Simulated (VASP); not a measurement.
# MgS (Fm-3m) in VASP: further runs, part 2 of 2

VASP 6.6.1.

## (4) Relaxation of cell and atoms, r2SCAN, target pressure 4 GPa, at which the enthalpy is minimised

POSCAR

```
MgS
1.0
    0.0000000000      2.6016500000      2.6016500000
    2.6016500000      0.0000000000      2.6016500000
    2.6016500000      2.6016500000      0.0000000000
Mg S
1 1
Direct
    0.0000000000      0.0000000000      0.0000000000
    0.5000000000      0.5000000000      0.5000000000
```

INCAR.step1

```
PREC = Accurate
ENCUT = 600
ISMEAR = 0
SIGMA = 0.01
LREAL = False
LASPH = True
NELM = 100
GGA = PE
ALGO = Normal
EDIFF = 1E-4
LWAVE = True
LCHARG = False
```

INCAR.step2

```
PREC = Accurate
ENCUT = 600
EDIFF = 1E-6
ISMEAR = 0
SIGMA = 0.01
LREAL = False
LASPH = True
NELM = 100
ALGO = Normal
ISIF = 3
LWAVE = False
LCHARG = False
METAGGA = R2SCAN
LMIXTAU = True
IBRION = 2
NSW = 100
EDIFFG = -0.002
PSTRESS = 40.0
ISTART = 1
```

KPOINTS

```
Automatic mesh
0
Gamma
  8 8 8
```

Potentials or basis: VASP PAW PBE potentials, release 64 (Mg, S).

On the command line:

```bash
> cat potpaw_PBE.64/Mg/POTCAR potpaw_PBE.64/S/POTCAR > POTCAR
> cp INCAR.step1 INCAR
> mpirun -np 1 vasp_std > vasp.out
> cp INCAR.step2 INCAR
> mpirun -np 1 vasp_std > vasp.out
```

OUTCAR:

```text
PREC = Accurate
   ENCUT = 600
   EDIFF = 1E-6
   ISMEAR = 0
   LREAL = False
   LASPH = True
   NELM = 100
   ISIF = 3
   METAGGA = R2SCAN
   IBRION = 2
   NSW = 100
   EDIFFG = -0.002
   PSTRESS = 40.0
   ISTART = 1

 ion  position               nearest neighbor table
   1  0.000  0.000  0.000-   2 2.60   2 2.60   2 2.60   2 2.60   2 2.60   2 2.60
   2  0.500  0.500  0.500-   1 2.60   1 2.60   1 2.60   1 2.60   1 2.60   1 2.60

  LATTYP: Found a face centered cubic cell.
 ALAT       =     5.2033000000

  Lattice vectors:

 A1 = (   0.0000000000,   2.6016500000,   2.6016500000)
 A2 = (   2.6016500000,   0.0000000000,   2.6016500000)
 A3 = (   2.6016500000,   2.6016500000,   0.0000000000)

Analysis of symmetry for initial positions (statically):
=====================================================================
 Subroutine PRICEL returns:
 Original cell was already a primitive cell.

 Routine SETGRP: Setting up the symmetry group for a
 face centered cubic supercell.

 Subroutine GETGRP returns: Found 48 space group operations
 (whereof 48 operations were pure point group operations)
 out of a pool of 48 trial point group operations.
[... 172 lines left out ...]
  -------------------------------------------------------------------------------------
  Total       -0.0994265     -0.0994265     -0.0994265     -0.0000000     -0.0000000      0.0000000
  in kB       -4.5231009     -4.5231009     -4.5231009     -0.0000000     -0.0000000      0.0000000
  external PRESSURE =     -44.5231009 kB  Pullay stress =      40.0000000 kB
[... 63 lines left out ...]
--------------------------------------- Ionic step        3  -------------------------------------------

 number of electron       8.0000001 magnetization

 Free energy of the ion-electron system (eV)
  ---------------------------------------------------
  ext. energy  EPLUGINS =         0.00000000
  ---------------------------------------------------
  free energy    TOTEN  =       -15.49267789 eV

  energy without entropy =      -15.49267789  energy(sigma->0) =      -15.49267789

 E-fermi :   4.0675     XC(G=0): -10.3179

 val. band max:        3.9585709888   @ k =   0.0000   0.0000   0.0000
 cond. band min:       7.5004516994   @ k =   0.5000   0.5000   0.0000
 fundamental gap:      3.5418807107
 Fermi energy:         4.0674709670

 k-point     1 :       0.0000    0.0000    0.0000
  band No.  band energies     occupation
      1      -9.5331      2.00000
      2       3.9586      2.00000
      3       3.9586      2.00000
      4       3.9586      2.00000
      5       9.0159      0.00000
      6      12.4480      0.00000
      7      12.4480      0.00000
      8      12.4480      0.00000
[... 243 lines left out ...]
 k-point    24 :      -0.3750    0.2500    0.1250
  band No.  band energies     occupation
      1      -7.8408      2.00000
      2      -0.6505      2.00000
      3       1.6341      2.00000
      4       2.6870      2.00000
      5      10.2948      0.00000
      6      10.8390      0.00000
      7      13.2216      0.00000
      8      14.4328      0.00000

 [... further k-points ...]

------------------------ aborting loop because EDIFF is reached ----------------------------------------

  FORCE on cell =-STRESS in cart. coord.  units (eV):
  Direction    XX          YY          ZZ          XY          YZ          ZX
  --------------------------------------------------------------------------------------
  -------------------------------------------------------------------------------------
  Total        0.8386673      0.8386673      0.8386673      0.0000000     -0.0000000      0.0000000
  in kB       40.1444414     40.1444414     40.1444414      0.0000000     -0.0000000      0.0000000
  external PRESSURE =       0.1444414 kB  Pullay stress =      40.0000000 kB
[... 21 lines left out ...]
  energy  without entropy=      -15.4926778867  energy(sigma->0) =      -15.49267789

  enthalpy is  TOTEN    =       -14.6570281519 eV   P V=        0.8356497349

 reached required accuracy - stopping structural energy minimisation
```

OUTCAR.step1:

```text
PREC = Accurate
   ENCUT = 600
   ISMEAR = 0
   LREAL = False
   LASPH = True
[... 486 lines left out ...]
      0.00000      0.00000      0.00000         0.000000      0.000000      0.000000
      2.60165      2.60165      2.60165        -0.000000     -0.000000     -0.000000
 -----------------------------------------------------------------------------------
    total drift:                               -0.000000     -0.000000      0.000000

  FREE ENERGIE OF THE ION-ELECTRON SYSTEM (eV)
  ---------------------------------------------------
  free  energy   TOTEN  =        -8.5022359153 eV

  energy  without entropy=       -8.5022359153  energy(sigma->0) =       -8.50223592
```

Wall time 2.3 min (1 thread of AMD EPYC 7R43 (Zen 3), shared host); peak memory 0.15 GiB.

Results:

- Free energy: -15.4927 eV
- Relaxed volume: 16.74 Å³/atom
- Relaxed cell: a = 3.617 Å, b = 3.617 Å, c = 3.617 Å, α = 60.00°, β = 60.00°, γ = 60.00°
- Space group after relaxing (to 0.05 Å): Fm-3m (No. 225)
- Energy change on relaxing (the enthalpy is what falls): +9.2 meV/atom
- Ionic steps: 3
- Pressure after relaxing: 4.0 GPa
- Band gap on the k mesh: 3.54 eV, indirect (least direct gap 5.06 eV)

The path:
| step | energy change (eV) | largest force (eV/Å) | pressure (GPa) | volume (Å³) |
| --- | --- | --- | --- | --- |
| 1 | 0.0000 | 0.0000 | -0.45 | 35.22 |
| 2 | 0.0399 | 0.0000 | 6.11 | 32.78 |
| 3 | 0.0183 | 0.0000 | 4.01 | 33.47 |

Final structure:
```yaml
crystal:
  lattice:
    - [0.00000, 2.55789, 2.55789]
    - [2.55789, 0.00000, 2.55789]
    - [2.55789, 2.55789, 0.00000]
  atoms:
    - { symbol: Mg, position: [0.00000, 0.00000, 0.00000] }
    - { symbol: S, position: [0.50000, 0.50000, 0.50000] }
```

Levels at points of the mesh, in eV from the valence-band top:
| k point | band 2 | band 3 | band 4 | band 5 | band 6 | band 7 |
| --- | --- | --- | --- | --- | --- | --- |
| (0.00, 0.00, 0.00) | 0.00 | 0.00 | 0.00 | 5.06 | 8.49 | 8.49 |
| (0.50, 0.00, 0.00) | -5.16 | -0.68 | -0.68 | 5.29 | 7.56 | 7.56 |
| (0.50, 0.50, 0.00) | -4.55 | -1.85 | -1.85 | 3.54 | 4.76 | 13.64 |

Caveat: the cell is relaxed towards a set pressure, so the enthalpy falls and the energy may rise; the PAW data sets were made with another functional, which shifts forces and pressure a little. r2SCAN opens gaps a little over a GGA but as a rule still falls short of measured ones.

## (5) Relaxation of cell and atoms, r2SCAN, target pressure 7 GPa, at which the enthalpy is minimised

POSCAR is that of step 4.

INCAR.step1

```
SYSTEM = MgS
ALGO = Normal
EDIFF = 1E-4
ENCUT = 600
GGA = PE
ISMEAR = 0
LASPH = .True.
LCHARG = .False.
LREAL = .False.
LWAVE = .True.
NELM = 60
PREC = Accurate
SIGMA = 0.01
```

INCAR.step2

```
SYSTEM = MgS
ALGO = Normal
EDIFF = 1E-6
EDIFFG = -0.002
ENCUT = 600
IBRION = 2
ISIF = 3
ISMEAR = 0
ISTART = 1
LASPH = .True.
LCHARG = .False.
LMIXTAU = .True.
LREAL = .False.
LWAVE = .False.
METAGGA = R2SCAN
NELM = 60
NSW = 100
PREC = Accurate
PSTRESS = 70.0
SIGMA = 0.01
```

KPOINTS

```
k-points
0
Gamma
  8 8 8
  0 0 0
```

Potentials or basis: VASP PAW PBE potentials, release 64 (Mg, S).

On the command line:

```bash
> cat potpaw_PBE.64/Mg/POTCAR potpaw_PBE.64/S/POTCAR > POTCAR
> cp INCAR.step1 INCAR
> mpirun -np 1 vasp_std > vasp.out
> cp INCAR.step2 INCAR
> mpirun -np 1 vasp_std > vasp.out
```

OUTCAR:

```text
SYSTEM = MgS
   EDIFF = 1E-6
   EDIFFG = -0.002
   ENCUT = 600
   IBRION = 2
   ISIF = 3
   ISMEAR = 0
   ISTART = 1
   LASPH = .True.
   LREAL = .False.
   METAGGA = R2SCAN
   NELM = 60
   NSW = 100
   PREC = Accurate
   PSTRESS = 70.0

 ion  position               nearest neighbor table
   1  0.000  0.000  0.000-   2 2.60   2 2.60   2 2.60   2 2.60   2 2.60   2 2.60
   2  0.500  0.500  0.500-   1 2.60   1 2.60   1 2.60   1 2.60   1 2.60   1 2.60

  LATTYP: Found a face centered cubic cell.
 ALAT       =     5.2033000000

  Lattice vectors:

 A1 = (   0.0000000000,   2.6016500000,   2.6016500000)
 A2 = (   2.6016500000,   0.0000000000,   2.6016500000)
 A3 = (   2.6016500000,   2.6016500000,   0.0000000000)

Analysis of symmetry for initial positions (statically):
=====================================================================
 Subroutine PRICEL returns:
 Original cell was already a primitive cell.

 Routine SETGRP: Setting up the symmetry group for a
 face centered cubic supercell.

 Subroutine GETGRP returns: Found 48 space group operations
 (whereof 48 operations were pure point group operations)
 out of a pool of 48 trial point group operations.

The static configuration has the point symmetry O_h .

Analysis of symmetry for dynamics (positions and initial velocities):
=====================================================================
 Subroutine PRICEL returns:
 Original cell was already a primitive cell.

 Routine SETGRP: Setting up the symmetry group for a
 face centered cubic supercell.

 Subroutine GETGRP returns: Found 48 space group operations
 (whereof 48 operations were pure point group operations)
 out of a pool of 48 trial point group operations.

The dynamic configuration has the point symmetry O_h .

 Subroutine INISYM returns: Found 48 space group operations
 (whereof 48 operations are pure point group operations),
 and found     1 'primitive' translations

----------------------------------------------------------------------------------------

                                     Primitive cell

  volume of cell :      35.2190

  direct lattice vectors                    reciprocal lattice vectors
     0.000000000  2.601650000  2.601650000    -0.192185728  0.192185728  0.192185728
     2.601650000  0.000000000  2.601650000     0.192185728 -0.192185728  0.192185728
     2.601650000  2.601650000  0.000000000     0.192185728  0.192185728 -0.192185728

  length of vectors
     3.679288715  3.679288715  3.679288715     0.332875446  0.332875446  0.332875446

  position of ions in fractional coordinates (direct lattice)
     0.000000000  0.000000000  0.000000000
     0.500000000  0.500000000  0.500000000

  ion indices of the primitive-cell ions
   primitive index   ion index
                 1           1
                 2           2

----------------------------------------------------------------------------------------

 KPOINTS: k-points

Automatic generation of k-mesh.
 Grid dimensions read from file:
[... 25 lines left out ...]
  0.375000  0.000000  0.000000      8.000000
  0.500000  0.000000  0.000000      4.000000
  0.125000  0.125000  0.000000      6.000000
[... 16 lines left out ...]
  0.500000  0.250000  0.125000     48.000000
 -0.375000  0.250000  0.125000     24.000000
 [... further k-points ...]
   k-points           NKPTS =     29   k-points in BZ     NKDIM =     29   number of bands    NBANDS=      8
   number of dos      NEDOS =    301   number of ions     NIONS =      2
   total plane-waves  NPLWV =  27000
   dimension x,y,z NGX =    30 NGY =   30 NGZ =   30
   dimension x,y,z NGXF=    60 NGYF=   60 NGZF=   60
   ions per type =               1   1
   NGX,Y,Z   is equivalent  to a cutoff of  13.56, 13.56, 13.56 a.u.
   NGXF,Y,Z  is equivalent  to a cutoff of  27.11, 27.11, 27.11 a.u.
 SYSTEM =  MgS
   PREC   = accura    normal or accurate (medium, high low for compatibility)
   ISTART =      1    job   : 0-new  1-cont  2-samecut
   ICHARG =      0    charge: 1-file 2-atom 10-const
   ISPIN  =      1    spin polarized calculation?
   LNONCOLLINEAR =      F non collinear calculations
   LSORBIT =      F    spin-orbit coupling
   LASPH  =      T    aspherical Exc in radial PAW
   ENCUT  =  600.0 eV  44.10 Ry    6.64 a.u.   7.35  7.35  7.35*2*pi/ulx,y,z
   NELM   =     60;   NELMIN=  2; NELMDL=  0     # of ELM steps
   EDIFF  = 0.1E-05   stopping-criterion for ELM
   LREAL  =      F    real-space projection
   EDIFFG = -.2E-02   stopping-criterion for IOM
   NSW    =    100    number of steps for IOM
   IBRION =      2    ionic relax: 0-MD 1-quasi-New 2-CG
   NFREE  =      1    steps in history (QN), initial steepest desc. (CG)
   ISIF   =      3    stress and relaxation
   ISYM   =      2    0-nonsym 1-usesym 2-fastsym
   POTIM  = 0.5000    time-step for ionic-motion
   TEBEG  =    0.0;   TEEND  =   0.0 temperature during run
   PSTRESS=   70.0 pullay stress
   NELECT =       8.0000    total number of electrons
   NUPDOWN=      -1.0000    fix difference up-down
   EMIN   =  10.00;   EMAX   =-10.00  energy-range for DOS
   EFERMI =   0.00;   METHOD = LEGACY
   ISMEAR =     0;   SIGMA  =   0.01  broadening in eV -4-tet -1-fermi 0-gaus
   EFERMI_NEDOS =   21; number of points for ismear=-14 and -15
   IALGO  =     38    algorithm
   IMIX   =      4    mixing-type and parameters
     AMIX     =   0.40;   BMIX     =  1.00
     AMIX_MAG =   1.60;   BMIX_MAG =  1.00
  volume/ion in A,a.u.               =      17.61       118.83
  Fermi-wavevector in a.u.,A,eV,Ry     =   0.998878  1.887606 13.575323  0.997758
  Thomas-Fermi vector in A             =   2.131131
   LORBIT       =      0    0 simple, 1 ext, 2 COOP (PROOUT), +10 PAW based schemes
   METAGGA = R2SCAN    functional components
   LHFCALC =     F    Hartree Fock is set to
   AEXX    =    0.0000 exact exchange contribution
   IVDW    =     0    specifies the selected vdW correction
   LEPSILON=     F    determine dielectric tensor
   LRPA    =     F    only Hartree local field effects (RPA)
 conjugate gradient relaxation of ions
 non-spin polarized calculation
 Gauss-broadening in eV      SIGMA  =   0.01
  energy-cutoff  :      600.00
  volume of cell :       35.22
 maximum number of plane-waves:      1211
 NGX is ok and might be reduce to    30
   NGX = 15   NGY = 15   NGZ = 15

--------------------------------------- Ionic step        1  -------------------------------------------

 number of electron       7.9999999 magnetization

 Free energy of the ion-electron system (eV)
  ---------------------------------------------------
  ext. energy  EPLUGINS =         0.00000000
  ---------------------------------------------------
  free energy    TOTEN  =       -15.51098022 eV

  energy without entropy =      -15.51098022  energy(sigma->0) =      -15.51098022

------------------------ aborting loop because EDIFF is reached ----------------------------------------

  FORCE on cell =-STRESS in cart. coord.  units (eV):
  Direction    XX          YY          ZZ          XY          YZ          ZX
  --------------------------------------------------------------------------------------
  -------------------------------------------------------------------------------------
  Total       -0.0994265     -0.0994265     -0.0994265     -0.0000000     -0.0000000      0.0000000
  in kB       -4.5231009     -4.5231009     -4.5231009     -0.0000000     -0.0000000      0.0000000
  external PRESSURE =     -74.5231009 kB  Pullay stress =      70.0000000 kB
[... 63 lines left out ...]
--------------------------------------- Ionic step        3  -------------------------------------------

 number of electron       8.0000000 magnetization

 Free energy of the ion-electron system (eV)
  ---------------------------------------------------
  ext. energy  EPLUGINS =         0.00000000
  ---------------------------------------------------
  free energy    TOTEN  =       -15.45984614 eV

  energy without entropy =      -15.45984614  energy(sigma->0) =      -15.45984614

 E-fermi :   4.3244     XC(G=0): -10.4503

 val. band max:        4.2384207723   @ k =   0.0000   0.0000   0.0000
 cond. band min:       7.8407567595   @ k =   0.5000   0.5000   0.0000
 fundamental gap:      3.6023359872
 Fermi energy:         4.3244271890

 k-point     1 :       0.0000    0.0000    0.0000
  band No.  band energies     occupation
      1      -9.4406      2.00000
      2       4.2384      2.00000
      3       4.2384      2.00000
      4       4.2384      2.00000
      5       9.5623      0.00000
      6      12.6982      0.00000
      7      12.6982      0.00000
      8      12.6982      0.00000
[... 243 lines left out ...]
 k-point    24 :      -0.3750    0.2500    0.1250
  band No.  band energies     occupation
      1      -7.6530      2.00000
      2      -0.5292      2.00000
      3       1.8176      2.00000
      4       2.9075      2.00000
      5      10.6356      0.00000
      6      11.1751      0.00000
      7      13.5942      0.00000
      8      14.8503      0.00000

 [... further k-points ...]
[... 5 lines left out ...]
  --------------------------------------------------------------------------------------
  -------------------------------------------------------------------------------------
  Total        1.4215969      1.4215969      1.4215969      0.0000000      0.0000000      0.0000000
  in kB       70.0624339     70.0624339     70.0624339      0.0000000      0.0000000      0.0000000
  external PRESSURE =       0.0624339 kB  Pullay stress =      70.0000000 kB
[... 21 lines left out ...]
  energy  without entropy=      -15.4598461377  energy(sigma->0) =      -15.45984614

  enthalpy is  TOTEN    =       -14.0395160865 eV   P V=        1.4203300512

 reached required accuracy - stopping structural energy minimisation
```

Wall time 2.6 min (1 thread of AMD EPYC 7R43 (Zen 3), shared host); peak memory 0.15 GiB.

What came out:

```
Free energy                                            : -15.4598 eV
Relaxed volume                                         : 16.25 Å³/atom
Relaxed cell                                           : a = 3.582 Å, b = 3.582 Å, c = 3.582 Å, α = 60.00°, β = 60.00°, γ = 60.00°
Space group after relaxing (to 0.05 Å)                 : Fm-3m (No. 225)
Energy change on relaxing (the enthalpy is what falls) : +25.6 meV/atom
Ionic steps                                            : 3
Pressure after relaxing                                : 7.0 GPa
Band gap on the k mesh                                 : 3.60 eV, indirect (least direct gap 5.32 eV)
```

The path:
```tsv
step	energy change (eV)	largest force (eV/Å)	pressure (GPa)	volume (Å³)
1	0.0000	0.0000	-0.45	35.22
2	0.1268	0.0000	11.79	31.21
3	0.0511	0.0000	7.01	32.51
```

Final structure:
```yaml
crystal:
  lattice:
    - [0.00000, 2.53313, 2.53313]
    - [2.53313, 0.00000, 2.53313]
    - [2.53313, 2.53313, 0.00000]
  atoms:
    - { symbol: Mg, position: [0.00000, 0.00000, 0.00000] }
    - { symbol: S, position: [0.50000, 0.50000, 0.50000] }
```

Caveat: the cell is relaxed towards a set pressure, so the enthalpy falls and the energy may rise; the PAW data sets were made with another functional, which shifts forces and pressure a little.

## (6) The runs side by side

```csv
cell,gap on the mesh (eV),pressure (GPa)
relaxed to 1 GPa,3.47,1.0
relaxed to 2 GPa,3.50,2.0
relaxed to 4 GPa,3.54,4.0
relaxed to 7 GPa,3.60,7.0
```

Alike in all rows: task relaxation of cell and atoms; level r2SCAN; potentials or basis VASP PAW PBE potentials, release 64 (Mg, S); no spin polarisation; k mesh 8 × 8 × 8; cutoff (eV) 600; smearing gaussian 0.01 eV.

Caveats: the cell is relaxed towards a set pressure, so the enthalpy falls and the energy may rise; the PAW data sets were made with another functional, which shifts forces and pressure a little.

Absolute energies hang on the potentials; compare differences alone.
